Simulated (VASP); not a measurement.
Set up this calculation in VASP 6.6.1, as the native input.

```yaml
Task: single point
Functional: HSE06
Potentials_or_basis: VASP PAW PBE potentials, release 64 (Mg, O)
Cutoff: 520 eV
k_mesh: 8 × 8 × 8
Occupations: gaussian, width 0.01 eV
Spin: no spin polarisation
Dipole_correction: no
Grid_for_exact_exchange_PRECFOCK: Normal
Further_INCAR_settings: ALGO = Normal; EDIFF = 1e-06; NBANDS = 11
Share_of_exact_exchange: 0.25
Screening_parameter: 0.2079 1/Å
```

MgO:

```
Mg O
1.0
     0.00000    2.18625    2.05605
     2.18625    0.00000    2.05605
     2.18625    2.18625    0.00000
Mg O
1 1
Cartesian
  0.0000 0.0000 0.0000
  2.1863 2.1863 2.0561
```

This cell differs from its parent crystal: epitaxial xy strain +4.0%.

The input as run:

POSCAR

```
MgO
1.0
    0.0000000000      2.1862541121      2.0560504775
    2.1862541121      0.0000000000      2.0560504775
    2.1862541121      2.1862541121      0.0000000000
Mg O
1 1
Direct
    0.0000000000      0.0000000000      0.0000000000
    0.5000000000      0.5000000000      0.5000000000
```

INCAR.step1

```
SYSTEM = MgO
PREC = Accurate ; ENCUT = 520
EDIFF = 1E-5 ; ISMEAR = 0
SIGMA = 0.01 ; LREAL = .FALSE.
LASPH = .TRUE. ; NELM = 80
ALGO = Normal ; ISIF = 2
LWAVE = .TRUE. ; LCHARG = .FALSE.
NBANDS = 11 ; GGA = PE
```

INCAR.step2

```
SYSTEM = MgO
PREC = Accurate ; ENCUT = 520
EDIFF = 1E-6 ; ISMEAR = 0
SIGMA = 0.01 ; LREAL = .FALSE.
LASPH = .TRUE. ; NELM = 80
ALGO = Normal ; ISIF = 2
LWAVE = .FALSE. ; LCHARG = .FALSE.
GGA = PE ; LHFCALC = .TRUE.
HFSCREEN = 0.2079 ; PRECFOCK = Normal
NBANDS = 11 ; ISTART = 1
```

KPOINTS

```
Automatic mesh
0
G
  8 8 8
  0 0 0
```

Potentials or basis: VASP PAW PBE potentials, release 64 (Mg, O).

The run is started by

```console
$ cat potpaw_PBE.64/Mg/POTCAR potpaw_PBE.64/O/POTCAR > POTCAR
$ cp INCAR.step1 INCAR
$ mpirun -np 1 vasp_std > vasp.out
$ cp INCAR.step2 INCAR
$ mpirun -np 1 vasp_std > vasp.out
```

Results of the run:

- Pressure: -7.9 GPa
- Band gap on the k mesh: 5.83 eV

Caveat: the cell differs from its parent crystal (epitaxial xy strain +4.0%); the cell stands under tension; the PAW data sets were made with another functional, which shifts forces and pressure a little.

It took 45 min on 1 thread of AMD EPYC 7R13 Processor (Zen 3), with other jobs on the host, peak memory 0.24 GiB.
